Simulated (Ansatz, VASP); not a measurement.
## One calculation of MgO, two programs

Contents of POSCAR:

```
MgO
1.0
    2.6233491278      0.0000000000      0.0000000000
    0.0000000000      2.6233491278      0.0000000000
    0.0000000000      0.0000000000      2.6233491278
Mg O
1 1
Direct
    0.0000000000      0.0000000000      0.0000000000
    0.5000000000      0.5000000000      0.5000000000
```

File INCAR.step1:

```
SYSTEM = MgO
ALGO     = Normal         ! electronic algorithm
EDIFF    = 1E-5           ! SCF threshold, eV
ENCUT    = 520            ! plane-wave cutoff, eV
GGA      = PE             ! functional
ISIF     = 2              ! what is computed and relaxed
ISMEAR   = 0              ! smearing method
LASPH    = .TRUE.         ! aspherical terms in the spheres
LCHARG   = .FALSE.        ! write CHGCAR
LREAL    = .FALSE.        ! projectors in reciprocal space
LWAVE    = .TRUE.         ! write WAVECAR
NBANDS   = 11             ! bands
NELM     = 80             ! most SCF steps
PREC     = Accurate       ! precision mode
SIGMA    = 0.01           ! smearing width, eV
```

Contents of INCAR.step2:

```
SYSTEM = MgO
AEXX     = 0.3            ! exact-exchange fraction
ALGO     = Normal         ! electronic algorithm
EDIFF    = 1E-6           ! SCF threshold, eV
ENCUT    = 520            ! plane-wave cutoff, eV
GGA      = PE             ! functional
HFSCREEN = 0.2078         ! screening, 1/A
ISIF     = 2              ! what is computed and relaxed
ISMEAR   = 0              ! smearing method
ISTART   = 1            
LASPH    = .TRUE.         ! aspherical terms in the spheres
LCHARG   = .FALSE.        ! write CHGCAR
LHFCALC  = .TRUE.         ! exact exchange
LREAL    = .FALSE.        ! projectors in reciprocal space
LWAVE    = .FALSE.        ! write WAVECAR
NBANDS   = 11             ! bands
NELM     = 80             ! most SCF steps
PREC     = Accurate       ! precision mode
PRECFOCK = Normal       
SIGMA    = 0.01           ! smearing width, eV
```

KPOINTS

```
k-points
0
G
  4 4 4
  0 0 0
```

Input for Ansatz:

```yaml
crystal:
  lattice:
    - [2.6233491278, 0.0, 0.0]
    - [0.0, 2.6233491278, 0.0]
    - [0.0, 0.0, 2.6233491278]
  atoms:
    - { symbol: Mg, position: [0.0, 0.0, 0.0] }
    - { symbol: O, position: [0.5, 0.5, 0.5] }
kpoints:
  mp_grid: { grid: [4, 4, 4] }
hamiltonian:
  xc:
    exchange: pbe
    correlation: pbe
    exx: { coeff: 0.3, omega: 0.2078 }
scf:
  occupations: { method: fixed }
  n_extra_bands: 4
output:
  forces: true
  stress: true
  eigenvalues: true
```

Alike in both runs: task single point; functional PBE-based screened hybrid with a share of 0.3 of exact exchange and HFSCREEN = 0.2078; k mesh 4 × 4 × 4; no spin polarisation.

|  | VASP | Ansatz |
| --- | --- | --- |
| version | VASP 6.6.1 | Ansatz 0.2.0 |
| potentials or method | VASP PAW PBE potentials, release 64 (Mg, O) | plane waves |
| plane-wave cutoff (eV) | 520 | 420 |
| occupations | gaussian, width 0.01 eV | fixed |
| valence electrons in the cell | 8 | 16 |

Ansatz gave:

| Quantity | Value |
| --- | --- |
| gap on the k mesh at the Fermi level (eV) | 4.54 |
| pressure (GPa) | -2.0 |

**Question.** Estimate VASP's values.

**Answer.** gap on the k mesh at the Fermi level (eV): 4.48; pressure (GPa): -2.5.

VASP's potentials were made for PBE, not for PBE-based screened hybrid. VASP's potentials hold 8 valence electrons a cell and Ansatz's 16, so a difference there can come from the potentials and not from the codes. Ansatz's warnings: stress exchange threshold loose, stress scf threshold loose.

The k mesh is coarse, so the values compare programs but aren't converged.
